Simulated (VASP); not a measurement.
# Cd (P6_3/mmc) in VASP: a series of runs, part 3 of 3

VASP 6.6.1.

## (5) Electric field gradients, PBEsol (20.72 Å³/atom)

This run uses another cell than the first one, of 20.72 Å³/atom.

INCAR reads:

```
  PREC = Accurate
  ENCUT = 520
  EDIFF = 1E-8
  ISMEAR = -1
  SIGMA = 0.05
  LREAL = False
  LASPH = True
  NELM = 80
  ALGO = Normal
  ISIF = 2
  LWAVE = False
  LCHARG = False
  GGA = PS
  LEFG = True
  NBANDS = 19
```

KPOINTS reads:

```
Automatic mesh
0
Gamma
  14 14 7
```

POSCAR reads:

```
Cd
1.0
    2.9386125390      0.0000000000      0.0000000000
   -1.4693062694      2.5449131106      0.0000000000
    0.0000000000      0.0000000000      5.5417265038
Cd
2
Direct
    0.3333333333      0.6666666667      0.2500000000
    0.6666666667      0.3333333333      0.7500000000
```

Potentials or basis: VASP PAW PBE potentials, release 64 (Cd).

Started as:

```bash
> cat potpaw_PBE.64/Cd/POTCAR > POTCAR
> mpirun -np 1 vasp_std > vasp.out
```

OUTCAR:

```text
PREC = Accurate
   ENCUT = 520
   EDIFF = 1E-8
   ISMEAR = -1
   LREAL = False
   LASPH = True
   NELM = 80
   ISIF = 2
   GGA = PS

 ion  position               nearest neighbor table
   1  0.333  0.667  0.250-   2 3.25   2 3.25   2 3.25   2 3.25   2 3.25   2 3.25
   2  0.667  0.333  0.750-   1 3.25   1 3.25   1 3.25   1 3.25   1 3.25   1 3.25

  LATTYP: Found a hexagonal cell.
 ALAT       =     2.9386125390
 C/A-ratio  =     1.8858309594

  Lattice vectors:

 A1 = (   2.9386125390,   0.0000000000,   0.0000000000)
 A2 = (  -1.4693062694,   2.5449131106,   0.0000000000)
 A3 = (   0.0000000000,   0.0000000000,   5.5417265038)

Analysis of symmetry for initial positions (statically):
=====================================================================
 Subroutine PRICEL returns:
 Original cell was already a primitive cell.

 Routine SETGRP: Setting up the symmetry group for a
 hexagonal supercell.

 Subroutine GETGRP returns: Found 24 space group operations
 (whereof 12 operations were pure point group operations)
 out of a pool of 24 trial point group operations.

The static configuration has the point symmetry D_3d.
 The point group associated with its full space group is D_6h.

Analysis of symmetry for dynamics (positions and initial velocities):
=====================================================================
 Subroutine PRICEL returns:
 Original cell was already a primitive cell.

 Routine SETGRP: Setting up the symmetry group for a
 hexagonal supercell.

 Subroutine GETGRP returns: Found 24 space group operations
[... 159 lines left out ...]
 k-point     1 :       0.0000    0.0000    0.0000
  band No.  band energies     occupation
      1      -6.9351      2.00000
      2      -6.6515      2.00000
      3      -6.2120      2.00000
      4      -6.2120      2.00000
      5      -6.1550      2.00000
      6      -6.1550      2.00000
[... 505 lines left out ...]
      6      -5.9881      2.00000
[... 11 lines left out ...]
     18       9.2999      0.00000
     19      11.2213      0.00000

 [... further k-points ...]

------------------------ aborting loop because EDIFF is reached ----------------------------------------

  FORCE on cell =-STRESS in cart. coord.  units (eV):
  Direction    XX          YY          ZZ          XY          YZ          ZX
  --------------------------------------------------------------------------------------
  -------------------------------------------------------------------------------------
  Total        0.5140403      0.5140403      0.0828604      0.0000000     -0.0000000      0.0000000
  in kB       19.8722660     19.8722659      3.2032980      0.0000000     -0.0000000      0.0000000
  external PRESSURE =      14.3159433 kB  Pullay stress =       0.0000000 kB

 VOLUME and BASIS-vectors are now :
 -----------------------------------------------------------------------------
  energy-cutoff  :      520.00
  volume of cell :       41.44
      direct lattice vectors                 reciprocal lattice vectors
     2.938612539  0.000000000  0.000000000     0.340296649  0.196470362  0.000000000
    -1.469306269  2.544913111  0.000000000     0.000000000  0.392940724  0.000000000
     0.000000000  0.000000000  5.541726504     0.000000000  0.000000000  0.180449179

 POSITION                                       TOTAL-FORCE (eV/Angst)
 -----------------------------------------------------------------------------------
     -0.00000      1.69661      1.38543         0.000000     -0.000000      0.000000
      1.46931      0.84830      4.15629        -0.000000      0.000000      0.000000
 -----------------------------------------------------------------------------------
    total drift:                               -0.000000      0.000000      0.000000

  FREE ENERGIE OF THE ION-ELECTRON SYSTEM (eV)
  ---------------------------------------------------
  free  energy   TOTEN  =        -2.3877190008 eV

  energy  without entropy=       -2.3815886431  energy(sigma->0) =       -2.38465382

 Electric field gradients (V/A^2)
---------------------------------------------------------------------
 ion       V_xx      V_yy      V_zz      V_xy      V_xz      V_yz
---------------------------------------------------------------------
   1     -43.833   -43.831    87.665     0.001     0.000    -0.000
   2     -43.833   -43.831    87.665     0.001    -0.000     0.000
---------------------------------------------------------------------

 Electric field gradients after diagonalization (V/A^2)
 (convention: |V_zz| > |V_xx| > |V_yy|)
----------------------------------------------------------------------
 ion       V_xx      V_yy      V_zz     asymmetry (V_yy - V_xx)/ V_zz
----------------------------------------------------------------------
   1     -43.834   -43.831    87.665       0.000
   2     -43.834   -43.831    87.665       0.000
----------------------------------------------------------------------

           NMR quadrupolar parameters

 Cq : quadrupolar parameter    Cq=e*Q*V_zz/h
 eta: asymmetry parameters     (V_yy - V_xx)/ V_zz
 Q  : nuclear electric quadrupole moment in mb (millibarn)
----------------------------------------------------------------------
 ion       Cq(MHz)       eta       Q (mb)
----------------------------------------------------------------------
   1       0.212       0.000       1.000
   2       0.212       0.000       1.000
----------------------------------------------------------------------
```

Wall time 39 s (1 thread of AMD EPYC 9R14 (Zen 4), shared host); peak memory 0.17 GiB.

What came out:

```yaml
Free_energy: -2.3877 eV
Pressure: 1.4 GPa
Band_gap_on_the_k_mesh: zero (bands 12 and 13 overlap by 4.34 eV)
Largest_electric_field_gradient_by_atom: Cd +87.7 V/Å²
```

Levels at points of the mesh, in eV from the Fermi level:
```
           k point  band 10  band 11  band 12  band 13  band 14  band 15
(0.00, 0.00, 0.00)    -8.45    -8.45    -3.27    -3.01    10.78    14.62
(0.50, 0.00, 0.00)    -8.14    -2.48    -1.87     2.04     3.04     3.39
```

Electric field gradients, principal values (V/Å²):
| atom | least | middle | greatest (by size) |
| --- | --- | --- | --- |
| 1 Cd | -43.831 | -43.834 | 87.665 |
| 2 Cd | -43.831 | -43.834 | 87.665 |

Caveat: without QUAD_EFG the Cq values of the log hold for a quadrupole moment of 1 mb, not for the nuclei; the PAW data sets were made with another functional, which shifts forces and pressure a little.

## (6) Summary

| cell | gap on the mesh (eV) | pressure (GPa) |
| --- | --- | --- |
| a = 2.918, b = 2.918, c = 5.503 Å, angles 90.0, 90.0, 120.0°, 2 atoms | none | 3.0 |
| a = 2.890, b = 2.890, c = 5.618 Å, angles 90.0, 90.0, 120.0°, 2 atoms | none | 3.6 |
| a = 2.939, b = 2.939, c = 5.542 Å, angles 90.0, 90.0, 120.0°, 2 atoms | none | 1.4 |

Alike in all rows: task electric field gradients; level PBEsol; potentials or basis VASP PAW PBE potentials, release 64 (Cd); no spin polarisation; k mesh 14 × 14 × 7; cutoff (eV) 520; smearing fermi-dirac 0.05 eV.

Caveats: the PAW data sets were made with another functional, which shifts forces and pressure a little; the cell stands under pressure (at least some runs).

Absolute energies hang on the potentials; compare differences alone.
